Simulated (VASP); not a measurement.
# AlN (P6_3/mmc) in VASP: a series of runs

The runs below take AlN through single point, with PBE.

Everything below comes from runs of VASP 6.6.1. Logs are shortened: lines on timing, memory, paths and dates and some standing lists are left out, and cuts for length are marked.

## 1. The cell of the first run

The structure is hexagonal, space group P6_3/mmc (No. 194). Conventional cell: a = 3.231 Å, b = 3.231 Å, c = 4.188 Å, α = 90.00°, β = 90.00°, γ = 120.00°. Al (site symmetry -6m2) has 5 N at 1.87 to 2.09 Å within 2.5 Å. Within 2.5 Å of N (site symmetry -6m2) lie 5 Al at 1.87 to 2.09 Å.

## 2. Single point, PBE

Contents of INCAR:

```
  PREC = Accurate
  ENCUT = 520
  EDIFF = 1E-6
  ISMEAR = 0
  SIGMA = 0.05
  LREAL = False
  LASPH = True
  NELM = 60
  ALGO = Normal
  ISIF = 2
  LWAVE = False
  LCHARG = False
  GGA = PE
  NBANDS = 16
```

Contents of KPOINTS:

```
regular mesh
0
Gamma
  9 9 6
```

Contents of POSCAR:

```
AlN
1.0
    3.2306000000      0.0000000000      0.0000000000
   -1.6153000000      2.7977816695      0.0000000000
    0.0000000000      0.0000000000      4.1875902404
Al N
2 2
Direct
    0.3333333333      0.6666666667      0.7500000000
    0.6666666667      0.3333333333      0.2500000000
    0.3333333333      0.6666666667      0.2500000000
    0.6666666667      0.3333333333      0.7500000000
```

Potentials or basis: VASP PAW PBE potentials, release 64 (Al, N).

Started as:

```console
$ cat potpaw_PBE.64/Al/POTCAR potpaw_PBE.64/N/POTCAR > POTCAR
$ mpirun -np 1 vasp_std > vasp.out
```

OUTCAR:

```text
PREC = Accurate
   ENCUT = 520
   EDIFF = 1E-6
   ISMEAR = 0
   LREAL = False
   LASPH = True
   NELM = 60
   ISIF = 2
   GGA = PE

 ion  position               nearest neighbor table
   1  0.333  0.667  0.750-   4 1.87   4 1.87   4 1.87   3 2.09   3 2.09   2 2.80   2 2.80   2 2.80
                             2 2.80   2 2.80   2 2.80
   2  0.667  0.333  0.250-   3 1.87   3 1.87   3 1.87   4 2.09   4 2.09   1 2.80   1 2.80   1 2.80
                             1 2.80   1 2.80   1 2.80
   3  0.333  0.667  0.250-   2 1.87   2 1.87   2 1.87   1 2.09   1 2.09
   4  0.667  0.333  0.750-   1 1.87   1 1.87   1 1.87   2 2.09   2 2.09

  LATTYP: Found a hexagonal cell.
 ALAT       =     3.2306000000
 C/A-ratio  =     1.2962267815

  Lattice vectors:

 A1 = (   3.2306000000,   0.0000000000,   0.0000000000)
 A2 = (  -1.6153000000,   2.7977816695,   0.0000000000)
 A3 = (   0.0000000000,   0.0000000000,   4.1875902404)

Analysis of symmetry for initial positions (statically):
=====================================================================
 Subroutine PRICEL returns:
 Original cell was already a primitive cell.

 Routine SETGRP: Setting up the symmetry group for a
 hexagonal supercell.

 Subroutine GETGRP returns: Found 24 space group operations
 (whereof 12 operations were pure point group operations)
 out of a pool of 24 trial point group operations.

The static configuration has the point symmetry D_3d.
 The point group associated with its full space group is D_6h.

Analysis of symmetry for dynamics (positions and initial velocities):
=====================================================================
 Subroutine PRICEL returns:
 Original cell was already a primitive cell.

 Routine SETGRP: Setting up the symmetry group for a
 hexagonal supercell.

 Subroutine GETGRP returns: Found 24 space group operations
 (whereof 12 operations were pure point group operations)
 out of a pool of 24 trial point group operations.

The dynamic configuration has the point symmetry D_3d.
 The point group associated with its full space group is D_6h.

 Subroutine INISYM returns: Found 24 space group operations
 (whereof 12 operations are pure point group operations),
 and found     1 'primitive' translations

----------------------------------------------------------------------------------------

                                     Primitive cell

  volume of cell :      37.8496

  direct lattice vectors                    reciprocal lattice vectors
     3.230600000  0.000000000  0.000000000     0.309540024  0.178713016  0.000000000
    -1.615300000  2.797781669  0.000000000     0.000000000  0.357426032  0.000000000
     0.000000000  0.000000000  4.187590240     0.000000000  0.000000000  0.238800824

  length of vectors
     3.230600000  3.230600000  4.187590240     0.357426032  0.357426032  0.238800824

  position of ions in fractional coordinates (direct lattice)
     0.333333333  0.666666667  0.750000000
     0.666666667  0.333333333  0.250000000
     0.333333333  0.666666667  0.250000000
     0.666666667  0.333333333  0.750000000

  ion indices of the primitive-cell ions
   primitive index   ion index
                 1           1
                 2           2
                 3           3
                 4           4

----------------------------------------------------------------------------------------

 KPOINTS: regular mesh

Automatic generation of k-mesh.
 Grid dimensions read from file:
 generate k-points for:    9    9    6

 Generating k-lattice:

  Cartesian coordinates                     Fractional coordinates (reciprocal lattice)
     0.034393336  0.019857002  0.000000000     0.111111111 -0.000000000  0.000000000
     0.000000000  0.039714004  0.000000000     0.000000000  0.111111111  0.000000000
     0.000000000  0.000000000  0.039800137     0.000000000  0.000000000  0.166666667

  Length of vectors
     0.039714004  0.039714004  0.039800137

  Shift w.r.t. Gamma in fractional coordinates (k-lattice)
     0.000000000  0.000000000  0.000000000

 Subroutine IBZKPT returns following result:
 ===========================================

 Found     48 irreducible k-points:

 Following reciprocal coordinates:
            Coordinates               Weight
  0.000000  0.000000  0.000000      1.000000
  0.111111 -0.000000  0.000000      6.000000
  0.222222 -0.000000  0.000000      6.000000
  0.333333  0.000000  0.000000      6.000000
  0.444444 -0.000000  0.000000      6.000000
  0.111111  0.111111  0.000000      6.000000
[... 16 lines left out ...]
  0.333333  0.222222  0.166667     24.000000
  0.333333  0.333333  0.166667      4.000000
 [... further k-points ...]
   k-points           NKPTS =     48   k-points in BZ     NKDIM =     48   number of bands    NBANDS=     16
   number of dos      NEDOS =    301   number of ions     NIONS =      4
   total plane-waves  NPLWV =  18432
   dimension x,y,z NGX =    24 NGY =   24 NGZ =   32
   dimension x,y,z NGXF=    48 NGYF=   48 NGZF=   64
   ions per type =               2   2
   NGX,Y,Z   is equivalent  to a cutoff of  12.35, 12.35, 12.70 a.u.
   NGXF,Y,Z  is equivalent  to a cutoff of  24.70, 24.70, 25.41 a.u.
 SYSTEM =  unknown system
   PREC   = accura    normal or accurate (medium, high low for compatibility)
   ISTART =      0    job   : 0-new  1-cont  2-samecut
   ICHARG =      2    charge: 1-file 2-atom 10-const
   ISPIN  =      1    spin polarized calculation?
   LNONCOLLINEAR =      F non collinear calculations
   LSORBIT =      F    spin-orbit coupling
   LASPH  =      T    aspherical Exc in radial PAW
   ENCUT  =  520.0 eV  38.22 Ry    6.18 a.u.   6.01  6.01  7.79*2*pi/ulx,y,z
   NELM   =     60;   NELMIN=  2; NELMDL= -5     # of ELM steps
   EDIFF  = 0.1E-05   stopping-criterion for ELM
   LREAL  =      F    real-space projection
   EDIFFG = 0.1E-04   stopping-criterion for IOM
   NSW    =      0    number of steps for IOM
   IBRION =     -1    ionic relax: 0-MD 1-quasi-New 2-CG
   NFREE  =      0    steps in history (QN), initial steepest desc. (CG)
   ISIF   =      2    stress and relaxation
   ISYM   =      2    0-nonsym 1-usesym 2-fastsym
   POTIM  = 0.5000    time-step for ionic-motion
   TEBEG  =    0.0;   TEEND  =   0.0 temperature during run
   PSTRESS=    0.0 pullay stress
   NELECT =      16.0000    total number of electrons
   NUPDOWN=      -1.0000    fix difference up-down
   EMIN   =  10.00;   EMAX   =-10.00  energy-range for DOS
   EFERMI =   0.00;   METHOD = LEGACY
   ISMEAR =     0;   SIGMA  =   0.05  broadening in eV -4-tet -1-fermi 0-gaus
   EFERMI_NEDOS =   21; number of points for ismear=-14 and -15
   IALGO  =     38    algorithm
   IMIX   =      4    mixing-type and parameters
     AMIX     =   0.40;   BMIX     =  1.00
     AMIX_MAG =   1.60;   BMIX_MAG =  1.00
  volume/ion in A,a.u.               =       9.46        63.86
  Fermi-wavevector in a.u.,A,eV,Ry     =   1.228649  2.321810 20.539054  1.509578
  Thomas-Fermi vector in A             =   2.363566
   LORBIT       =      0    0 simple, 1 ext, 2 COOP (PROOUT), +10 PAW based schemes
   GGA     = PE    functional components
   LHFCALC =     F    Hartree Fock is set to
   AEXX    =    0.0000 exact exchange contribution
   IVDW    =     0    specifies the selected vdW correction
   LEPSILON=     F    determine dielectric tensor
   LRPA    =     F    only Hartree local field effects (RPA)
 non-spin polarized calculation
 Gauss-broadening in eV      SIGMA  =   0.05
  energy-cutoff  :      520.00
  volume of cell :       37.85
 maximum number of plane-waves:      1035
   NGX = 13   NGY = 13   NGZ = 15

 number of electron      16.0000003 magnetization

 Free energy of the ion-electron system (eV)
  ---------------------------------------------------
  ext. energy  EPLUGINS =         0.00000000
  ---------------------------------------------------
  free energy    TOTEN  =       -29.23092017 eV

  energy without entropy =      -29.23092017  energy(sigma->0) =      -29.23092017

 E-fermi :   8.8146     XC(G=0): -11.3856

 val. band max:        8.6165192862   @ k =   0.0000   0.0000   0.0000
 cond. band min:      12.2080164418   @ k =   0.0000   0.0000   0.0000
 fundamental gap:      3.5914971556
 Fermi energy:         8.8146453455

 k-point     1 :       0.0000    0.0000    0.0000
  band No.  band energies     occupation
      1      -8.6428      2.00000
      2      -4.9147      2.00000
      3       1.3047      2.00000
      4       5.1932      2.00000
      5       5.1932      2.00000
      6       6.7739      2.00000
[... 8 lines left out ...]
     15      20.5769      0.00000
     16      20.7857      0.00000

 k-point     2 :       0.1111   -0.0000    0.0000
  band No.  band energies     occupation
      1      -8.4920      2.00000
      2      -4.8978      2.00000
      3       1.4664      2.00000
      4       4.6587      2.00000
      5       4.9869      2.00000
      6       6.2789      2.00000
[... 8 lines left out ...]
     15      20.1555      0.00000
     16      20.5609      0.00000

 k-point     3 :       0.2222   -0.0000    0.0000
  band No.  band energies     occupation
      1      -8.0595      2.00000
      2      -4.8975      2.00000
      3       1.9385      2.00000
      4       3.4989      2.00000
      5       4.5680      2.00000
      6       5.3434      2.00000
[... 8 lines left out ...]
     15      19.1245      0.00000
     16      21.1630      0.00000

 k-point     4 :       0.3333    0.0000    0.0000
  band No.  band energies     occupation
      1      -7.4171      2.00000
      2      -5.0422      2.00000
      3       2.4256      2.00000
      4       2.6669      2.00000
      5       4.1886      2.00000
      6       4.5018      2.00000
[... 8 lines left out ...]
     15      20.4766      0.00000
     16      21.5905      0.00000
[... 324 lines left out ...]
 k-point    22 :       0.2222    0.2222    0.1667
  band No.  band energies     occupation
      1      -6.9360      2.00000
      2      -5.2653      2.00000
      3       2.0778      2.00000
      4       2.4080      2.00000
      5       4.1641      2.00000
      6       4.5642      2.00000
[... 8 lines left out ...]
     15      20.7355      0.00000
     16      22.1778      0.00000

 k-point    23 :       0.3333    0.2222    0.1667
  band No.  band energies     occupation
      1      -6.3493      2.00000
      2      -5.5247      2.00000
      3       1.7295      2.00000
      4       2.5646      2.00000
      5       3.3404      2.00000
      6       5.1182      2.00000
[... 8 lines left out ...]
     15      20.5505      0.00000
     16      22.3374      0.00000

 k-point    24 :       0.3333    0.3333    0.1667
  band No.  band energies     occupation
      1      -5.8756      2.00000
      2      -5.8756      2.00000
      3       1.7284      2.00000
      4       2.8013      2.00000
      5       2.8013      2.00000
      6       5.2042      2.00000
[... 8 lines left out ...]
     15      20.1315      0.00000
     16      22.0703      0.00000

 [... further k-points ...]
[... 5 lines left out ...]
  --------------------------------------------------------------------------------------
  -------------------------------------------------------------------------------------
  Total        3.6012784      3.6012784      1.6304409      0.0000000      0.0000000      0.0000000
  in kB      152.4425081    152.4425081     69.0167419      0.0000000      0.0000000      0.0000000
  external PRESSURE =     124.6339194 kB  Pullay stress =       0.0000000 kB

 VOLUME and BASIS-vectors are now :
 -----------------------------------------------------------------------------
  energy-cutoff  :      520.00
  volume of cell :       37.85
      direct lattice vectors                 reciprocal lattice vectors
     3.230600000  0.000000000  0.000000000     0.309540024  0.178713016  0.000000000
    -1.615300000  2.797781669  0.000000000     0.000000000  0.357426032  0.000000000
     0.000000000  0.000000000  4.187590240     0.000000000  0.000000000  0.238800824

 POSITION                                       TOTAL-FORCE (eV/Angst)
 -----------------------------------------------------------------------------------
     -0.00000      1.86519      3.14069        -0.000000     -0.000000      0.000000
      1.61530      0.93259      1.04690         0.000000      0.000000      0.000000
     -0.00000      1.86519      1.04690         0.000000     -0.000000      0.000000
      1.61530      0.93259      3.14069        -0.000000      0.000000      0.000000
 -----------------------------------------------------------------------------------
    total drift:                               -0.000000      0.000000      0.000000

  FREE ENERGIE OF THE ION-ELECTRON SYSTEM (eV)
  ---------------------------------------------------
  free  energy   TOTEN  =       -29.2309201689 eV

  energy  without entropy=      -29.2309201689  energy(sigma->0) =      -29.23092017
```

Run time: 10 s. Hardware: 1 thread of Intel Xeon Platinum 8488C (Sapphire Rapids), shared host; peak memory 0.15 GiB.

What came out:

```
Free energy            : -29.2309 eV
Pressure               : 12.5 GPa
Band gap on the k mesh : 3.59 eV, direct
```

Levels at points of the mesh, in eV from the valence-band top:
```tsv
k point	band 4	band 5	band 6	band 7	band 8	band 9	band 10	band 11	band 12	band 13
(0.00, 0.00, 0.00)	-3.42	-3.42	-1.84	-1.84	0.00	3.59	4.85	8.58	8.58	11.57
(0.00, 0.00, 0.50)	-3.89	-2.67	-2.67	-2.67	-2.67	5.93	5.93	8.77	8.77	8.77
```

A k mesh can miss the band edges. As with any semilocal functional, this PBE gap is likely too small.

(Continued in part 2 of 2.)
